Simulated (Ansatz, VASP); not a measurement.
## One calculation of Sc2Ta, two programs

```
Sc Ta
1.0
     0.00024   -0.00156   -2.94404
     2.48413   -4.30289   -0.00193
    -7.45192   -4.30266   -0.00112
Sc Ta
4 2
Direct
  0.50019 0.49988 0.83321
  0.49987 0.00025 0.33324
  0.50006 0.99974 0.66677
  0.49987 0.50023 0.16675
  0.99993 0.49991 0.50002
  0.00007 0.00000 0.00002
```

Change from the starting cell: cell x2, atoms moved at random (sigma 0.15 Å) and cell strained at random (1.5 %), then relaxed without symmetry.

Alike in both runs: functional PBE; k mesh 8 × 4 × 4; occupations gaussian, width 0.2 eV; no spin polarisation.

Ansatz relaxed the structure, and its values are those at the end. VASP's run is a single point on that final structure, the one shown.

|  | VASP | Ansatz |
| --- | --- | --- |
| version | VASP 6.6.1 | Ansatz 0.2.0 |
| potentials or method | VASP PAW PBE potentials, release 64 (Sc_sv, Ta_pv), cutoff 520 eV | scalar-relativistic, plane waves, PAW |
| valence electrons in the cell | 66 | 70 |

Ansatz gave:

- gap on the k mesh at the Fermi level (eV): none
- pressure (GPa): -0.1

Question: What did VASP give for the same quantities?

Answer: gap on the k mesh at the Fermi level (eV): none; pressure (GPa): 0.0.

A gap of «none» marks a metal or a gap that the smearing closes. The functional is the same, so the differences come from potentials, cutoffs and numerics. VASP's potentials hold 66 valence electrons a cell and Ansatz's 70, so a difference there can come from the potentials and not from the codes.

Spin-orbit coupling is off throughout.
